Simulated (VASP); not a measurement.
A run of VASP 6.6.1:

The input INCAR:

```
PREC     = Accurate       # precision mode
ENCUT    = 520            # plane-wave cutoff, eV
EDIFF    = 1E-6           # SCF threshold, eV
ISMEAR   = 0              # smearing method
SIGMA    = 0.01           # smearing width, eV
LREAL    = F              # projectors in reciprocal space
LASPH    = T              # aspherical terms in the spheres
NELM     = 80             # most SCF steps
ALGO     = Normal         # electronic algorithm
ISIF     = 2              # what is computed and relaxed
LWAVE    = F              # write WAVECAR
LCHARG   = F              # write CHGCAR
GGA      = PE             # functional
NBANDS   = 11             # bands
```

KPOINTS

```
regular mesh
0
Gamma
  6 6 6
```

Contents of POSCAR:

```
BP
1.0
    0.0000000000      2.2909988435      2.2591363518
    2.2909988435      0.0000000000      2.2591363518
    2.2909988435      2.2909988435      0.0000000000
B P
1 1
Direct
    0.0000000000      0.0000000000      0.0000000000
    0.2500000000      0.2500000000      0.2500000000
```

Potentials or basis: VASP PAW PBE potentials, release 64 (B, P).

Launch:

```console
$ cat potpaw_PBE.64/B/POTCAR potpaw_PBE.64/P/POTCAR > POTCAR
$ mpirun -np 1 vasp_std > vasp.out
```

Hardware: 1 thread of Intel(R) Xeon(R) 6975P-C (Granite Rapids), with other jobs on the host.

Task: How long does it take, and how much memory?

Result: Run time: 2.8 s on 1 thread of Intel(R) Xeon(R) 6975P-C (Granite Rapids), on a shared host, peak memory 0.13 GiB. Counts: scf iterations 13, k points 30.
